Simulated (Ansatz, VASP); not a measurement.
## W: VASP beside Ansatz

```xyz
1
Lattice="-1.6372 1.5973 1.6372 1.5574 -1.5973 1.5574 1.6372 1.5973 -1.6372" Properties=species:S:1:pos:R:3 pbc="T T T"
W     0.0000    0.0000    0.0000
```

Change from the starting cell: strain -0.0500 x Voigt [0, 0, 0, 0, 1, 0], atoms carried along.

Alike in both runs: task single point; functional PBE; k mesh 20 × 20 × 20; occupations gaussian, width 0.15 eV; no spin polarisation.

|  | VASP | Ansatz |
| --- | --- | --- |
| version | VASP 6.6.1 | Ansatz 0.2.0 |
| potentials or method | VASP PAW PBE potentials, release 64 (W_sv), cutoff 500 eV | scalar-relativistic, plane waves, PAW |
| valence electrons in the cell | 14 | 14 |

|  | VASP | Ansatz | Ansatz less VASP |
| --- | --- | --- | --- |
| gap on the k mesh at the Fermi level (eV) | none | none | - |
| pressure (GPa) | -2.0 | -2.5 | -0.44 |
| traceless stress, the component that is largest in VASP (GPa) | 7.19 | 7.09 | -0.098 |

A gap of «none» marks a metal or a gap that the smearing closes.

Neither program's run includes spin-orbit coupling.
